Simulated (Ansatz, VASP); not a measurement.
**One calculation of Nb3C2, two programs**

```
Nb C
1.0
     2.76889    0.00000    0.00000
    -1.38445    2.39793    0.00000
     0.00000    0.00000    9.95698
Nb C
3 2
Direct
  0.66667 0.33333 0.22671
  0.66667 0.33333 0.77329
  0.66667 0.33333 0.50000
  0.66667 0.33333 0.00000
  0.00000 0.00000 0.00000
```

Alike in both runs: task relaxation of cell and atoms; functional PBE; k mesh 18 × 18 × 4; occupations gaussian, width 0.1 eV; no spin polarisation.

```csv
,VASP,Ansatz
version,VASP 6.6.1,Ansatz 0.2.0
potentials or method,"VASP PAW PBE potentials, release 64 (Nb_sv, C), cutoff 600 eV","scalar-relativistic, plane waves, PAW"
valence electrons in the cell,47,47
```

|  | VASP | Ansatz | Ansatz less VASP |
| --- | --- | --- | --- |
| gap on the k mesh at the Fermi level, each at its own relaxed structure (eV) | none | none | - |
| relaxed volume (Å³/atom) | 13.30 | 13.32 | +0.017 |
| relaxed length of the cell vector where the two differ most in proportion (Å) | 9.975 | 9.987 | +0.0112 |

A gap of «none» marks a metal or a gap that the smearing closes.
